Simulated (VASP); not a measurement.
Write the native input for VASP 6.6.1 that does the following.

| Item | Value |
| --- | --- |
| Task | single point |
| Functional | PBE |
| Potentials or basis | VASP PAW PBE potentials, release 64 (Hf_pv) |
| Cutoff | 520 eV |
| k mesh | 18 × 18 × 10 |
| Occupations | gaussian, width 0.05 eV |
| Spin | no spin polarisation |
| Dipole correction | no |
| Further INCAR settings | ALGO = Fast; EDIFF = 1e-07; NBANDS = 17 |

The structure of Hf lies in POSCAR:

```
Hf
1.0
    2.9076150207      0.0000000000      0.0000000000
   -1.4538075103      2.5180684723      0.0000000000
    0.0000000000      0.0000000000      4.6797988591
Hf
2
Direct
    0.3333333333      0.6666666667      0.2500000000
    0.6666666667      0.3333333333      0.7500000000
```

This cell differs from its parent crystal: volume scaled by 0.760.

The input as run:

INCAR

```
SYSTEM = Hf
  PREC = Accurate
  ENCUT = 520
  EDIFF = 1E-7
  ISMEAR = 0
  SIGMA = 0.05
  LREAL = .False.
  LASPH = .True.
  NELM = 100
  ALGO = Fast
  ISIF = 2
  LWAVE = .False.
  LCHARG = .False.
  GGA = PE
  NBANDS = 17
```

KPOINTS

```
Automatic mesh
0
Gamma
  18 18 10
  0 0 0
```

Potentials or basis: VASP PAW PBE potentials, release 64 (Hf_pv).

Launch:

```sh
$ cat potpaw_PBE.64/Hf_pv/POTCAR > POTCAR
$ mpirun -np 1 vasp_std > vasp.out
```

It gave:

```yaml
Pressure: 45.6 GPa
Band_gap_on_the_k_mesh: zero (band 10 reaches 8.28 eV, above the bottom of band 11 at 6.61 eV)
```

Caveat: spin-orbit coupling is left out, which moves the levels of the heavy elements.

Run time: 44 s on 1 thread of Intel(R) Xeon(R) 6975P-C (Granite Rapids), with other jobs on the host, peak memory 0.23 GiB.
